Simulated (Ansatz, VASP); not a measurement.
Si2Mo: VASP beside Ansatz

```xyz
6
Lattice="0.0000 5.3946 5.3946 5.3946 0.0000 5.3946 5.3946 5.3946 0.0000" Properties=species:S:1:pos:R:3 pbc="T T T"
Si    6.7432    6.7432    6.7432
Si    6.7432    4.0459    4.0459
Si    4.0459    4.0459    6.7432
Si    4.0459    6.7432    4.0459
Mo    5.3946    5.3946    5.3946
Mo    8.0919    8.0919    8.0919
```

Alike in both runs: functional PBE; k mesh 4 × 4 × 4; occupations gaussian, width 0.1 eV; no spin polarisation.

Ansatz relaxed the structure, and its values are those at the end. VASP's run is a single point on that final structure, the one shown.

```csv
,VASP,Ansatz
version,VASP 6.6.1,Ansatz 0.2.0
potentials or method,"VASP PAW PBE potentials, release 64 (Si, Mo_sv), cutoff 520 eV","scalar-relativistic, plane waves, PAW"
valence electrons in the cell,44,44
```

```csv
,VASP,Ansatz,Ansatz less VASP
gap on the k mesh at the Fermi level (eV),none,none,-
pressure (GPa),0.3,0.3,-0.02
```

A gap of «none» marks a metal or a gap that the smearing closes.
